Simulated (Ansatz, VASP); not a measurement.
# One calculation of KCl, two programs

```
K Cl
1.0
     3.64559    0.00000    0.00000
     0.00000    3.64559    0.00000
     0.00000    0.00000    3.64559
K Cl
1 1
Direct
  0.00000 0.00000 0.00000
  0.50000 0.50000 0.50000
```

Change from the starting cell: hydrostatic strain -3.3%.

Alike in both runs: task single point; functional PBE; k mesh 8 × 8 × 8; occupations fermi-dirac, width 0.02 eV; no spin polarisation.

|  | VASP | Ansatz |
| --- | --- | --- |
| version | VASP 6.6.1 | Ansatz 0.2.0 |
| potentials or method | VASP PAW PBE potentials, release 64 (K_sv, Cl) | plane waves, PAW |
| plane-wave cutoff (eV) | 520 | 420 |
| valence electrons in the cell | 16 | 16 |

Ansatz gave:

- gap on the k mesh at the Fermi level (eV): 5.53
- pressure (GPa): 4.1

**Question.** Estimate VASP's values.

**Answer.** gap on the k mesh at the Fermi level (eV): 5.53; pressure (GPa): 4.2.
